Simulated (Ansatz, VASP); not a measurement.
# Two plane-wave programs on Cl

```
Cl
1.0
     7.11379    0.00000    0.00000
     0.00000    7.11379    0.00000
     0.00000    0.00000    7.11379
Cl
12
Direct
  0.08562 0.25521 0.89449
  0.95320 0.27318 0.14008
  0.69329 0.72625 0.31899
  0.38507 0.71468 0.30718
  0.49208 0.15341 0.10896
  0.59764 0.00344 0.89981
  0.04455 0.73993 0.67261
  0.29812 0.87596 0.72311
  0.67341 0.45810 0.72449
  0.73005 0.26515 0.52921
  0.03965 0.73062 0.31655
  0.01959 0.72873 0.00487
```

Alike in both runs: functional r2SCAN; dispersion D3(BJ); k mesh 1 × 1 × 1; occupations fermi-dirac, width 0.02 eV; no spin polarisation.

Ansatz relaxed the structure, and its values are those at the end. VASP's run is a single point on that final structure, the one shown.

|  | VASP | Ansatz |
| --- | --- | --- |
| version | VASP 6.6.1 | Ansatz 0.2.0 |
| potentials or method | VASP PAW PBE potentials, release 64 (Cl), cutoff 520 eV | scalar-relativistic, plane waves, PAW |
| valence electrons in the cell | 84 | 84 |

|  | VASP | Ansatz | Ansatz less VASP |
| --- | --- | --- | --- |
| rms of the force components (eV/Å) | 0.119 | 0.070 | -0.0488 |

VASP's potentials were made for PBE, not for r2SCAN. Ansatz's warnings: dispersion damping borrowed.
